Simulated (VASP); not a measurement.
The system is Fe.

```
Fe
1.0
    -1.41559    1.41559    1.41559
     1.41559   -1.41559    1.41559
     1.41559    1.41559   -1.41559
Fe
1
Direct
  0.00000 0.00000 0.00000
```

Base run:

| Quantity | Value |
| --- | --- |
| Program | VASP 6.6.1 |
| Functional | PBE |
| Potentials or basis | VASP PAW PBE potentials, release 64 (Fe) |
| Cutoff | 520 eV |
| k mesh | 22 × 22 × 22 |
| Occupations | gaussian, width 0.05 eV |
| Spin | collinear spin, ferromagnetic start |
| Starting moments | [2.41] μB |

Its results: pressure -0.3 GPa.

Q: The run is repeated on the same cell with these changes: spin from collinear spin, ferromagnetic start to no spin polarisation; further incar settings from ALGO = Fast; EDIFF = 1e-07; NBANDS = 14 to ALGO = Fast; EDIFF = 1e-06; NBANDS = 10. What comes out?

A: Pressure -18.0 GPa.

Caveats: the cell stands under tension (at least some runs).
